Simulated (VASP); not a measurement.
# AlH4 (Amm2) in VASP: single point with PBE

Aim: the single point of AlH4 with PBE.

Everything below comes from runs of VASP 6.6.1. Logs are shortened: lines on timing, memory, paths and dates and some standing lists are left out, and cuts for length are marked.

## Step 1: The cell of the first run

It takes space group Amm2 (No. 38, orthorhombic). Conventional cell: a = 2.583 Å, b = 7.412 Å, c = 7.310 Å, α = 90.00°, β = 90.00°, γ = 90.00°. Al (site symmetry mm2) has 4 H at 2.20 Å and 2 Al at 2.58 Å within 2.9 Å. Within 1.1 Å of H (site symmetry m) lie 1 H at 0.81 Å. Within 1.1 Å of H (site symmetry m) lie 1 H at 0.81 Å.

## Step 2: Single point, PBE

INCAR reads:

```
SYSTEM = AlH4
ALGO = Normal
EDIFF = 1E-6
ENCUT = 500
GGA = PE
GGA_COMPAT = .False.
ISIF = 2
ISMEAR = 0
LASPH = .True.
LCHARG = .True.
LELF = .True.
LREAL = .False.
LVHAR = .True.
LWAVE = .False.
NBANDS = 12
NELM = 120
PREC = Accurate
SIGMA = 0.1
```

KPOINTS reads:

```
k-points
0
Gamma
  6 4 4
  0 0 0
```

POSCAR reads:

```
AlH4
1.0
    2.5829017094      0.0000000000      0.0000000000
    0.0000000000      3.7061472242      3.6550330706
    0.0000000000     -3.7061472242      3.6550330706
Al H
1 4
Direct
    0.0000000000      0.9970397263      0.9970397263
    0.0000000000      0.0056931665      0.4188930942
    0.0000000000      0.0045022974      0.5748108812
    0.0000000000      0.4188930942      0.0056931665
    0.0000000000      0.5748108812      0.0045022974
```

Potentials or basis: VASP PAW PBE potentials, release 64 (Al, H).

Run with:

```bash
> cat potpaw_PBE.64/Al/POTCAR potpaw_PBE.64/H/POTCAR > POTCAR
> mpirun -np 1 vasp_std > vasp.out
```

OUTCAR:

```text
SYSTEM = AlH4
   EDIFF = 1E-6
   ENCUT = 500
   GGA = PE
   ISIF = 2
   ISMEAR = 0
   LASPH = .True.
   LREAL = .False.
   NELM = 120
   PREC = Accurate

 ion  position               nearest neighbor table
   1  0.000  0.997  0.997-
   2  0.000  0.006  0.419-   3 0.81
   3  0.000  0.005  0.575-   2 0.81
   4  0.000  0.419  0.006-   5 0.81
   5  0.000  0.575  0.005-   4 0.81

  LATTYP: Found a base centered orthorhombic cell.
 ALAT       =     7.3100661412
 B/A-ratio  =     1.0139845940
 C/A-ratio  =     0.3533349302

  Lattice vectors:

 A1 = (   0.0000000000,   3.7061472242,   3.6550330706)
 A2 = (   0.0000000000,  -3.7061472242,   3.6550330706)
 A3 = (   2.5829017094,   0.0000000000,   0.0000000000)

Analysis of symmetry for initial positions (statically):
=====================================================================
 Subroutine PRICEL returns:
 Original cell was already a primitive cell.

 Routine SETGRP: Setting up the symmetry group for a
 base centered orthorhombic supercell.

 Subroutine GETGRP returns: Found  4 space group operations
 (whereof  4 operations were pure point group operations)
 out of a pool of  8 trial point group operations.

The static configuration has the point symmetry C_2v.

Analysis of symmetry for dynamics (positions and initial velocities):
=====================================================================
 Subroutine PRICEL returns:
 Original cell was already a primitive cell.

 Routine SETGRP: Setting up the symmetry group for a
 base centered orthorhombic supercell.

 Subroutine GETGRP returns: Found  4 space group operations
 (whereof  4 operations were pure point group operations)
 out of a pool of  8 trial point group operations.

The dynamic configuration has the point symmetry C_2v.

 Subroutine INISYM returns: Found  4 space group operations
 (whereof  4 operations are pure point group operations),
 and found     1 'primitive' translations

----------------------------------------------------------------------------------------

                                     Primitive cell

  volume of cell :      69.9764

  direct lattice vectors                    reciprocal lattice vectors
     2.582901709  0.000000000  0.000000000     0.387161461  0.000000000  0.000000000
     0.000000000  3.706147224  3.655033071     0.000000000  0.134910992  0.136797668
     0.000000000 -3.706147224  3.655033071     0.000000000 -0.134910992  0.136797668

  length of vectors
     2.582901709  5.205265987  5.205265987     0.387161461  0.192131668  0.192131668

  position of ions in fractional coordinates (direct lattice)
     0.000000000  0.997039726  0.997039726
     0.000000000  0.005693167  0.418893094
     0.000000000  0.004502297  0.574810881
     0.000000000  0.418893094  0.005693167
     0.000000000  0.574810881  0.004502297

  ion indices of the primitive-cell ions
   primitive index   ion index
                 1           1
                 2           2
                 3           3
                 4           4
                 5           5

----------------------------------------------------------------------------------------

 KPOINTS: k-points

Automatic generation of k-mesh.
 Grid dimensions read from file:
 generate k-points for:    6    4    4

 Generating k-lattice:

  Cartesian coordinates                     Fractional coordinates (reciprocal lattice)
     0.064526910  0.000000000  0.000000000     0.166666667  0.000000000  0.000000000
     0.000000000  0.033727748  0.034199417     0.000000000  0.250000000  0.000000000
     0.000000000 -0.033727748  0.034199417     0.000000000  0.000000000  0.250000000

  Length of vectors
     0.064526910  0.048032917  0.048032917

  Shift w.r.t. Gamma in fractional coordinates (k-lattice)
     0.000000000  0.000000000  0.000000000

 Subroutine IBZKPT returns following result:
 ===========================================

 Found     28 irreducible k-points:

 Following reciprocal coordinates:
            Coordinates               Weight
  0.000000  0.000000  0.000000      1.000000
  0.166667  0.000000  0.000000      2.000000
  0.333333  0.000000  0.000000      2.000000
  0.500000  0.000000  0.000000      1.000000
  0.000000  0.250000  0.000000      4.000000
  0.166667  0.250000  0.000000      8.000000
[... 16 lines left out ...]
  0.333333 -0.250000  0.250000      4.000000
  0.500000 -0.250000  0.250000      2.000000
 [... further k-points ...]
   k-points           NKPTS =     28   k-points in BZ     NKDIM =     28   number of bands    NBANDS=     12
   number of dos      NEDOS =    301   number of ions     NIONS =      5
   total plane-waves  NPLWV =  32000
   dimension x,y,z NGX =    20 NGY =   40 NGZ =   40
   dimension x,y,z NGXF=    40 NGYF=   80 NGZF=   80
   ions per type =               1   4
   NGX,Y,Z   is equivalent  to a cutoff of  12.87, 12.78, 12.78 a.u.
   NGXF,Y,Z  is equivalent  to a cutoff of  25.75, 25.55, 25.55 a.u.
 SYSTEM =  AlH4
   PREC   = accura    normal or accurate (medium, high low for compatibility)
   ISTART =      0    job   : 0-new  1-cont  2-samecut
   ICHARG =      2    charge: 1-file 2-atom 10-const
   ISPIN  =      1    spin polarized calculation?
   LNONCOLLINEAR =      F non collinear calculations
   LSORBIT =      F    spin-orbit coupling
   LASPH  =      T    aspherical Exc in radial PAW
   ENCUT  =  500.0 eV  36.75 Ry    6.06 a.u.   4.71  9.49  9.49*2*pi/ulx,y,z
   NELM   =    120;   NELMIN=  2; NELMDL= -5     # of ELM steps
   EDIFF  = 0.1E-05   stopping-criterion for ELM
   LREAL  =      F    real-space projection
   EDIFFG = 0.1E-04   stopping-criterion for IOM
   NSW    =      0    number of steps for IOM
   IBRION =     -1    ionic relax: 0-MD 1-quasi-New 2-CG
   NFREE  =      0    steps in history (QN), initial steepest desc. (CG)
   ISIF   =      2    stress and relaxation
   ISYM   =      2    0-nonsym 1-usesym 2-fastsym
   POTIM  = 0.5000    time-step for ionic-motion
   TEBEG  =    0.0;   TEEND  =   0.0 temperature during run
   PSTRESS=    0.0 pullay stress
   NELECT =       7.0000    total number of electrons
   NUPDOWN=      -1.0000    fix difference up-down
   EMIN   =  10.00;   EMAX   =-10.00  energy-range for DOS
   EFERMI =   0.00;   METHOD = LEGACY
   ISMEAR =     0;   SIGMA  =   0.10  broadening in eV -4-tet -1-fermi 0-gaus
   EFERMI_NEDOS =   21; number of points for ismear=-14 and -15
   IALGO  =     38    algorithm
   IMIX   =      4    mixing-type and parameters
     AMIX     =   0.40;   BMIX     =  1.00
     AMIX_MAG =   1.60;   BMIX_MAG =  1.00
  volume/ion in A,a.u.               =      14.00        94.44
  Fermi-wavevector in a.u.,A,eV,Ry     =   0.759959  1.436114  7.857880  0.577538
  Thomas-Fermi vector in A             =   1.858870
   LORBIT       =      0    0 simple, 1 ext, 2 COOP (PROOUT), +10 PAW based schemes
   GGA     = PE    functional components
   LHFCALC =     F    Hartree Fock is set to
   AEXX    =    0.0000 exact exchange contribution
   IVDW    =     0    specifies the selected vdW correction
   LEPSILON=     F    determine dielectric tensor
   LRPA    =     F    only Hartree local field effects (RPA)
 non-spin polarized calculation
 Gauss-broadening in eV      SIGMA  =   0.10
  energy-cutoff  :      500.00
  volume of cell :       69.98
 maximum number of plane-waves:      1813
 NGX is ok and might be reduce to    20
   NGX =  9   NGY = 19   NGZ = 19

 number of electron       7.0000000 magnetization

 Free energy of the ion-electron system (eV)
  ---------------------------------------------------
  ext. energy  EPLUGINS =         0.00000000
  ---------------------------------------------------
  free energy    TOTEN  =       -15.51513122 eV

  energy without entropy =      -15.51091027  energy(sigma->0) =      -15.51302075

 E-fermi :   0.4918     XC(G=0):  -6.4245

 val. band max:        0.3919015674   @ k =   0.0000   0.5000   0.2500
 cond. band min:       0.5510746283   @ k =   0.1667  -0.2500   0.2500
 fundamental gap:      0.1591730609
 Fermi energy:         0.4918096582

 k-point     1 :       0.0000    0.0000    0.0000
  band No.  band energies     occupation
      1      -9.2279      2.00000
      2      -7.4228      2.00000
      3      -3.4303      2.00000
      4      -1.2689      2.00000
      5      -1.2563      2.00000
      6       5.4789      0.00000
      7       6.8440      0.00000
      8       7.0079      0.00000
      9       7.2485      0.00000
     10      12.0026      0.00000
     11      12.1960      0.00000
     12      12.2394      0.00000

 k-point     2 :       0.1667    0.0000    0.0000
  band No.  band energies     occupation
      1      -8.7768      2.00000
      2      -7.1028      2.00000
      3      -3.0188      2.00000
      4      -0.7200      2.00000
      5      -0.7070      2.00000
      6       5.8532      0.00000
      7       7.4358      0.00000
      8       7.5868      0.00000
      9       7.8180      0.00000
     10       8.0634      0.00000
     11      11.6440      0.00000
     12      12.1235      0.00000

 k-point     3 :       0.3333    0.0000    0.0000
  band No.  band energies     occupation
      1      -7.6389      2.00000
      2      -6.3638      2.00000
      3      -2.0419      2.00000
      4       0.8495      0.00000
      5       0.8646      0.00000
      6       3.6794      0.00000
      7       6.7775      0.00000
      8       8.4308      0.00000
      9       8.4542      0.00000
     10       8.5988      0.00000
     11       9.1882      0.00000
     12       9.5762      0.00000
[... 286 lines left out ...]
 k-point    23 :       0.3333   -0.2500    0.2500
  band No.  band energies     occupation
      1      -7.3002      2.00000
      2      -6.5948      2.00000
      3      -3.0995      2.00000
      4       1.6203      0.00000
      5       1.9946      0.00000
      6       4.0965      0.00000
      7       5.6816      0.00000
      8       6.6253      0.00000
      9       6.8025      0.00000
     10       9.7584      0.00000
     11       9.8485      0.00000
     12      10.8646      0.00000

 k-point    24 :       0.5000   -0.2500    0.2500
  band No.  band energies     occupation
      1      -6.5999      2.00000
      2      -6.1086      2.00000
      3      -1.3229      2.00000
      4      -0.2050      2.00000
      5       3.5926      0.00000
      6       4.5216      0.00000
      7       4.6490      0.00000
      8       4.9608      0.00000
      9       8.0150      0.00000
     10       9.0465      0.00000
     11       9.4651      0.00000
     12      10.1367      0.00000

 [... further k-points ...]

------------------------ aborting loop because EDIFF is reached ----------------------------------------

  FORCE on cell =-STRESS in cart. coord.  units (eV):
  Direction    XX          YY          ZZ          XY          YZ          ZX
  --------------------------------------------------------------------------------------
  -------------------------------------------------------------------------------------
  Total        0.1085788      0.1662464      0.1637681      0.0000000      0.0000000      0.0000000
  in kB        2.4860150      3.8063690      3.7496278      0.0000000      0.0000000      0.0000000
  external PRESSURE =       3.3473373 kB  Pullay stress =       0.0000000 kB

 VOLUME and BASIS-vectors are now :
 -----------------------------------------------------------------------------
  energy-cutoff  :      500.00
  volume of cell :       69.98
      direct lattice vectors                 reciprocal lattice vectors
     2.582901709  0.000000000  0.000000000     0.387161461  0.000000000  0.000000000
     0.000000000  3.706147224  3.655033071     0.000000000  0.134910992  0.136797668
     0.000000000 -3.706147224  3.655033071     0.000000000 -0.134910992  0.136797668

 POSITION                                       TOTAL-FORCE (eV/Angst)
 -----------------------------------------------------------------------------------
      0.00000      0.00000      7.28843         0.000000     -0.000000     -0.001498
      0.00000     -1.53138      1.55188         0.000000     -0.023912      0.026206
      0.00000     -2.11365      2.11741         0.000000      0.026148     -0.025457
      0.00000      1.53138      1.55188         0.000000      0.023912      0.026206
      0.00000      2.11365      2.11741         0.000000     -0.026148     -0.025457
 -----------------------------------------------------------------------------------
    total drift:                               -0.000000     -0.000000     -0.000192

  FREE ENERGIE OF THE ION-ELECTRON SYSTEM (eV)
  ---------------------------------------------------
  free  energy   TOTEN  =       -15.5151312243 eV

  energy  without entropy=      -15.5109102697  energy(sigma->0) =      -15.51302075
```

Run time: 8.9 s. Hardware: 1 thread of Intel Xeon 6975P-C (Granite Rapids), shared host; peak memory 0.17 GiB.

Results:

* Free energy: -15.5151 eV
* Pressure: 0.3 GPa
* Largest force: 0.036 eV/Å

Forces in eV/Å, atoms in the order of the input:
```
Al   0.000  0.000 -0.001
H    0.000 -0.024  0.026
H    0.000  0.026 -0.025
H    0.000  0.024  0.026
H    0.000 -0.026 -0.025
```

Levels at points of the mesh, in eV from the Fermi level:
| k point | band 1 | band 2 | band 3 | band 4 | band 5 | band 6 | band 7 | band 8 |
| --- | --- | --- | --- | --- | --- | --- | --- | --- |
| (0.00, 0.00, 0.00) | -9.72 | -7.91 | -3.92 | -1.76 | -1.75 | 4.99 | 6.35 | 6.52 |
| (0.50, 0.00, 0.00) | -7.34 | -6.42 | -1.97 | 1.47 | 1.93 | 1.95 | 5.47 | 5.47 |
| (0.00, 0.50, 0.00) | -9.13 | -8.54 | -5.19 | -1.61 | 1.61 | 3.97 | 4.27 | 4.65 |
| (0.50, 0.50, 0.00) | -6.94 | -6.79 | -1.81 | -0.37 | 2.03 | 3.30 | 5.64 | 5.76 |
| (0.00, 0.50, 0.50) | -8.52 | -8.49 | -6.94 | 1.53 | 2.22 | 2.26 | 3.32 | 5.23 |
| (0.50, 0.50, 0.50) | -6.79 | -6.77 | -1.75 | -1.65 | 3.51 | 3.55 | 5.87 | 6.13 |

Caveat: the k points lie up to 0.41 Å⁻¹ apart.
